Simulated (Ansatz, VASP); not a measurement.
**InSb in VASP and in Ansatz**

```
CELL_PARAMETERS angstrom
0.00000 3.26055 3.26055
3.26055 0.00000 3.26055
3.26055 3.26055 0.00000
ATOMIC_POSITIONS crystal
In 0.00000 0.00000 0.00000
Sb 0.75000 0.75000 0.75000
```

Change from the starting cell: volume scaled by 1.02, ions relaxed.

Alike in both runs: functional PBE; k mesh 12 × 12 × 12; occupations fermi-dirac, width 0.05 eV; no spin polarisation.

Ansatz relaxed the structure, and its values are those at the end. VASP's run is a single point on that final structure, the one shown.

|  | VASP | Ansatz |
| --- | --- | --- |
| version | VASP 6.6.1 | Ansatz 0.2.0 |
| potentials or method | VASP PAW PBE potentials, release 64 (In_d, Sb) | plane-wave PAW, scalar-relativistic |
| plane-wave cutoff (eV) | 520 | 420 |
| valence electrons in the cell | 18 | 28 |

```csv
,VASP,Ansatz,Ansatz less VASP
pressure (GPa),2.1,2.2,+0.02
```

VASP's potentials hold 18 valence electrons a cell and Ansatz's 28, so a difference there can come from the potentials and not from the codes. Ansatz's warnings: stress scf threshold loose.

Spin-orbit coupling is off throughout.
